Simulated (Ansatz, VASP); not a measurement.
One calculation of Sn3I2, two programs

```
CELL_PARAMETERS angstrom
4.64748 0.00000 0.00000
-2.32374 4.02484 0.00000
0.00000 0.00000 12.48992
ATOMIC_POSITIONS crystal
Sn 0.00000 0.00000 0.00000
Sn 0.33333 0.66667 0.53503
Sn 0.66667 0.33333 0.46497
I 0.33333 0.66667 0.14493
I 0.66667 0.33333 0.85507
```

Alike in both runs: functional PBE; k mesh 6 × 6 × 2; occupations gaussian, width 0.1 eV; no spin polarisation.

Ansatz relaxed the structure, and its values are those at the end. VASP's run is a single point on that final structure, the one shown.

|  | VASP | Ansatz |
| --- | --- | --- |
| version | VASP 6.6.1 | Ansatz 0.2.0 |
| potentials or method | VASP PAW PBE potentials, release 64 (Sn_d, I), cutoff 520 eV | scalar-relativistic, plane waves, PAW |
| valence electrons in the cell | 56 | 76 |

```tsv
	VASP	Ansatz	Ansatz less VASP
gap on the k mesh at the Fermi level (eV)	none	none	-
pressure (GPa)	0.0	0.0	+0.02
```

A gap of «none» marks a metal or a gap that the smearing closes. VASP's potentials hold 56 valence electrons a cell and Ansatz's 76, so a difference there can come from the potentials and not from the codes.

Neither program's run includes spin-orbit coupling.
